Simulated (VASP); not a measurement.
# Sc (Immm) in VASP: relaxation of cell and atoms with PBE

Aim: the relaxation of cell and atoms of Sc with PBE.

All numbers are computed with VASP 6.6.1; they aren't measurements. Logs are shortened: lines on timing, memory, paths and dates and some standing lists are left out, and cuts for length are marked.

## Step 1: The cell of the first run

The typed cell holds 2 atoms: a = 3.270 Å, b = 4.612 Å, c = 3.272 Å, α = 90.00°, β = 90.00°, γ = 90.00°.

This isn't the form of Sc at room conditions, which is hcp.

## Step 2: Relaxation of cell and atoms, PBE

File INCAR:

```
PREC = Accurate
ENCUT = 600
EDIFF = 1E-6
ISMEAR = 0
SIGMA = 0.1
LREAL = F
LASPH = T
NELM = 100
ALGO = Fast
ISIF = 3
LWAVE = F
LCHARG = F
GGA = PE
IBRION = 2
NSW = 80
EDIFFG = -0.01
```

File KPOINTS:

```
Automatic mesh
0
Gamma
  14 10 14
```

File POSCAR:

```
Sc
1.0
    3.2697983173      0.0000000000      0.0150896135
    0.0000000000      4.6117195407      0.0000000000
   -0.0149588620      0.0000000000      3.2718849787
Sc
2
Direct
    1.2500016757      0.7500000000      0.7500004310
   -0.2500016757      0.2500000000      0.2499995690
```

Potentials or basis: VASP PAW PBE potentials, release 64 (Sc_sv).

On the command line:

```
cat potpaw_PBE.64/Sc_sv/POTCAR > POTCAR
mpirun -np 1 vasp_std > vasp.out
```

OUTCAR:

```text
PREC = Accurate
   ENCUT = 600
   EDIFF = 1E-6
   ISMEAR = 0
   LREAL = F
   LASPH = T
   NELM = 100
   ISIF = 3
   GGA = PE
   IBRION = 2
   NSW = 80
   EDIFFG = -0.01

 ion  position               nearest neighbor table
   1  0.250  0.750  0.750-   2 3.27   2 3.27   2 3.27   2 3.27   2 3.27   2 3.27   2 3.27   2 3.27

   2  0.750  0.250  0.250-   1 3.27   1 3.27   1 3.27   1 3.27   1 3.27   1 3.27   1 3.27   1 3.27

  LATTYP: Found a simple monoclinic cell.
 ALAT       =     3.2698331352
 B/A-ratio  =     1.4103837566
 C/A-ratio  =     1.0006379649
 COS(beta)  =    -0.0000429044

  Lattice vectors:

 A1 = (   3.2697983173,   0.0000000000,   0.0150896135)
 A2 = (   0.0000000000,  -4.6117195407,   0.0000000000)
 A3 = (   0.0149588620,   0.0000000000,  -3.2718849787)

Analysis of symmetry for initial positions (statically):
=====================================================================
 Subroutine PRICEL returns following result:

  LATTYP: Found a base centered monoclinic cell.
 ALAT       =     4.6256299237
 B/A-ratio  =     0.9969927592
 C/A-ratio  =     0.7068994075
 COS(beta)  =    -0.7068678391

  Lattice vectors:

 A1 = (  -1.6423895352,   2.3058597704,   1.6283948117)
 A2 = (  -1.6423895352,  -2.3058597704,   1.6283948117)
 A3 = (   3.2698202083,   0.0000000000,   0.0150953554)

   2 primitive cells build up your supercell.

 Routine SETGRP: Setting up the symmetry group for a
 simple monoclinic supercell.

 Subroutine GETGRP returns: Found  4 space group operations
 (whereof  2 operations were pure point group operations)
 out of a pool of  4 trial point group operations.

The static configuration has the point symmetry S_2 .
 The point group associated with its full space group is C_2h.

Analysis of symmetry for dynamics (positions and initial velocities):
=====================================================================
 Subroutine PRICEL returns following result:

  LATTYP: Found a base centered monoclinic cell.
 ALAT       =     4.6256299237
 B/A-ratio  =     0.9969927592
 C/A-ratio  =     0.7068994075
 COS(beta)  =    -0.7068678391

  Lattice vectors:

 A1 = (  -1.6423895352,   2.3058597704,   1.6283948117)
[... 176 lines left out ...]
  energy-cutoff  :      600.00
  volume of cell :       49.34
      direct lattice vectors                 reciprocal lattice vectors
     3.269798317  0.000000000  0.015089613     0.305822808  0.000000000  0.001398204
     0.000000000  4.611719541  0.000000000     0.000000000  0.216838858  0.000000000
    -0.014958862  0.000000000  3.271884979    -0.001410425  0.000000000  0.305627768

 POSITION                                       TOTAL-FORCE (eV/Angst)
 -----------------------------------------------------------------------------------
      0.80624      3.45879      2.45769        -0.000000      0.000000      0.000000
      2.44860      1.15293      0.82929         0.000000      0.000000      0.000000
 -----------------------------------------------------------------------------------
    total drift:                               -0.000009      0.001616      0.000002

  FREE ENERGIE OF THE ION-ELECTRON SYSTEM (eV)
  ---------------------------------------------------
  free  energy   TOTEN  =       -12.4126255539 eV

  energy  without entropy=      -12.3931946100  energy(sigma->0) =      -12.40291008

--------------------------------------- Ionic step        2  -------------------------------------------

 number of electron      21.9999997 magnetization

 Free energy of the ion-electron system (eV)
  ---------------------------------------------------
  ext. energy  EPLUGINS =         0.00000000
  ---------------------------------------------------
  free energy    TOTEN  =       -12.41265334 eV

  energy without entropy =      -12.39321913  energy(sigma->0) =      -12.40293624

 E-fermi :   3.7301     XC(G=0):  -9.8686

 val. band max:        3.7273175333   @ k =   0.5000   0.5000   0.1429
 cond. band min:       3.7330958481   @ k =  -0.2143   0.1000   0.2143
 fundamental gap:      0.0057783148
 Fermi energy:         3.7300827111

 k-point     1 :       0.0000    0.0000    0.0000
  band No.  band energies     occupation
      1     -45.7110      2.00000
      2     -45.6329      2.00000
      3     -24.4949      2.00000
      4     -24.2697      2.00000
      5     -24.2695      2.00000
      6     -24.1294      2.00000
      7     -24.1293      2.00000
      8     -24.1282      2.00000
      9      -1.4573      2.00000
     10       2.2161      2.00000
     11       3.1055      2.00000
     12       5.3026      0.00000
     13       5.3054      0.00000
     14       5.3161      0.00000
[... 401 lines left out ...]
      2     -45.6524      2.00000
      3     -24.4611      2.00000
      4     -24.4611      2.00000
      5     -24.2391      2.00000
      6     -24.2391      2.00000
      7     -24.1818      2.00000
      8     -24.1817      2.00000
      9       1.9417      2.00000
     10       1.9418      2.00000
     11       3.8691      0.04936
     12       3.8691      0.04934
     13       4.8498      0.00000
     14       4.8499      0.00000
     15       5.5658      0.00000

 [... further k-points ...]

------------------------ aborting loop because EDIFF is reached ----------------------------------------

  FORCE on cell =-STRESS in cart. coord.  units (eV):
  Direction    XX          YY          ZZ          XY          YZ          ZX
  --------------------------------------------------------------------------------------
  -------------------------------------------------------------------------------------
  Total       -0.0131513      0.0152710     -0.0195805      0.0000000      0.0000000     -0.0001172
  in kB       -0.4267018      0.4954777     -0.6353029      0.0000000      0.0000000     -0.0038038
  external PRESSURE =      -0.1888424 kB  Pullay stress =       0.0000000 kB

 VOLUME and BASIS-vectors are now :
 -----------------------------------------------------------------------------
  energy-cutoff  :      600.00
  volume of cell :       49.38
      direct lattice vectors                 reciprocal lattice vectors
     3.270086789  0.000000000  0.015079924     0.305795829  0.000000000  0.001399107
     0.000000000  4.616118359  0.000000000     0.000000000  0.216632227  0.000000000
    -0.014966768  0.000000000  3.271211288    -0.001409685  0.000000000  0.305690710

 POSITION                                       TOTAL-FORCE (eV/Angst)
 -----------------------------------------------------------------------------------
      0.80630      3.46209      2.45718         0.000000      0.000000      0.000000
      2.44882      1.15403      0.82911        -0.000000      0.000000      0.000000
 -----------------------------------------------------------------------------------
    total drift:                               -0.000009      0.001615      0.000002

  FREE ENERGIE OF THE ION-ELECTRON SYSTEM (eV)
  ---------------------------------------------------
  free  energy   TOTEN  =       -12.4126533446 eV

  energy  without entropy=      -12.3932191310  energy(sigma->0) =      -12.40293624

 reached required accuracy - stopping structural energy minimisation
```

CONTCAR:

```text
Sc
   1.00000000000000
     3.2700867891977570    0.0000000000000000    0.0150799240196730
     0.0000000000000000    4.6161183592675901    0.0000000000000000
    -0.0149667679146706    0.0000000000000000    3.2712112881476880
  Sc
     2
Direct
     0.2500016756999983    0.7500000000000000    0.7500004309999966
     0.7499983243000017    0.2500000000000000    0.2499995690000034

  0.00000000E+00  0.00000000E+00  0.00000000E+00
  0.00000000E+00  0.00000000E+00  0.00000000E+00
```

It took 13 min on 1 thread of Intel Xeon 6975P-C (Granite Rapids), shared host; peak memory 0.56 GiB.

Results:

```
Free energy                           : -12.4127 eV
Relaxed volume                        : 24.69 Å³/atom
Relaxed cell                          : a = 3.270 Å, b = 4.616 Å, c = 3.271 Å, α = 90.00°, β = 90.00°, γ = 90.00°
Space group after relaxing (to 0.1 Å) : Fm-3m (No. 225)
Energy gained by relaxing             : 0.0 meV/atom
Ionic steps                           : 2
Pressure after relaxing               : 0.0 GPa
Band gap on the k mesh                : zero (bands 11 and 12 overlap by 0.97 eV)
```

Final structure:
```
CELL_PARAMETERS angstrom
3.27009 0.00000 0.01508
0.00000 4.61612 0.00000
-0.01497 0.00000 3.27121
ATOMIC_POSITIONS crystal
Sc 0.25000 0.75000 0.75000
Sc 0.75000 0.25000 0.25000
```
